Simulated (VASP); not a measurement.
Set up this calculation in VASP 6.6.1, as the native input.

| Property | Result |
| --- | --- |
| Task | single point |
| Functional | LDA |
| Potentials or basis | VASP PAW LDA potentials, release 64 (Sn_d) |
| Cutoff | 520 eV |
| k mesh | 7 × 7 × 7 |
| Occupations | methfessel-paxton, width 0.05 eV |
| Spin | no spin polarisation |
| Dipole correction | no |
| Further INCAR settings | ALGO = Normal; EDIFF = 1e-06; NBANDS = 13 |

The structure of Sn lies in POSCAR:

```
Sn
1.0
   -1.7265400000      1.7755500000      2.3383400000
    1.7265400000     -1.7755500000      2.3383400000
    1.7265400000      1.7755500000     -2.3383400000
Sn
1
Direct
    0.0000000000      0.0000000000      0.0000000000
```

The input as run:

INCAR

```
PREC = Accurate
ENCUT = 520
EDIFF = 1E-6
ISMEAR = 1
SIGMA = 0.05
LREAL = F
LASPH = T
NELM = 100
ALGO = Normal
ISIF = 2
LWAVE = F
LCHARG = T
GGA = CA
LELF = T
LVHAR = T
NBANDS = 13
```

KPOINTS

```
Automatic mesh
0
Gamma
  7 7 7
```

Potentials or basis: VASP PAW LDA potentials, release 64 (Sn_d).

The run is started by

```sh
$ cat potpaw_LDA.64/Sn_d/POTCAR > POTCAR
$ mpirun -np 1 vasp_std > vasp.out
```

It gave:

- Pressure: -4.3 GPa
- Band gap on the k mesh: zero (band 7 reaches 14.15 eV, above the bottom of band 8 at 5.52 eV)

Caveat: the k points lie up to 0.36 Å⁻¹ apart; spin-orbit coupling is left out, which moves the levels of the heavy elements.

Wall time 20 s on 1 thread of Intel Xeon 8259CL (shared host), peak memory 0.15 GiB.
